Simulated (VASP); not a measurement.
A run of VASP 6.6.1 is set up as follows.

INCAR

```
SYSTEM = CdS
ALGO = Normal ; EDIFF = 1E-6
ENCUT = 520 ; GGA = PE
ISIF = 2 ; ISMEAR = -1
LASPH = .True. ; LCHARG = .False.
LREAL = .False. ; LWAVE = .False.
NBANDS = 16 ; NELM = 80
PREC = Accurate ; SIGMA = 0.05
```

File KPOINTS:

```
k-points
0
Gamma
  14 14 14
  0 0 0
```

POSCAR

```
CdS
1.0
    3.4101975912      0.0000000000      0.0000000000
    0.0000000000      3.4101975912      0.0000000000
    0.0000000000      0.0000000000      3.4101975912
Cd S
1 1
Direct
    0.0000000000      0.0000000000      0.0000000000
    0.5000000000      0.5000000000      0.5000000000
```

Potentials or basis: VASP PAW PBE potentials, release 64 (Cd, S).

The run is started by

```console
$ cat potpaw_PBE.64/Cd/POTCAR potpaw_PBE.64/S/POTCAR > POTCAR
$ mpirun -np 1 vasp_std > vasp.out
```

**Question.** What does it give for the pressure?

**Answer.** 0.3 GPa.

**Question.** What does it give for the band gap on the k mesh?

**Answer.** Zero (band 9 reaches 3.85 eV, above the bottom of band 10 at 2.79 eV).
